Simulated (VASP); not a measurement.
Input of a VASP 6.6.1 run:

Contents of INCAR:

```
SYSTEM = Ti
PREC = Accurate
ENCUT = 520
EDIFF = 1E-7
ISMEAR = 0
SIGMA = 0.1
LREAL = .FALSE.
LASPH = .TRUE.
NELM = 80
ALGO = Normal
ISIF = 2
LWAVE = .FALSE.
LCHARG = .FALSE.
NBANDS = 19
```

File KPOINTS:

```
regular mesh
0
G
  9 9 4
  0 0 0
```

File POSCAR:

```
Ti
1.0
    2.9357319200      0.0000000000      0.0000000000
   -1.4678659600      2.5424184200      0.0000000000
    0.0000000000      0.0000000000      4.6408561500
Ti
2
Direct
    0.3333333300      0.6666666700      0.2500000000
    0.6666666700      0.3333333300      0.7500000000
```

Potentials or basis: VASP PAW LDA potentials, release 64 (Ti_sv).

Launch:

```sh
$ cat potpaw_LDA.64/Ti_sv/POTCAR > POTCAR
$ mpirun -np 1 vasp_std > vasp.out
```

(1) Predict the pressure.

(2) What does it give for the band gap on the k mesh?

## Answers

(1) -8.3 GPa.

(2) zero (bands 12 and 13 overlap by 0.93 eV).

Caveat: the cell stands under tension.
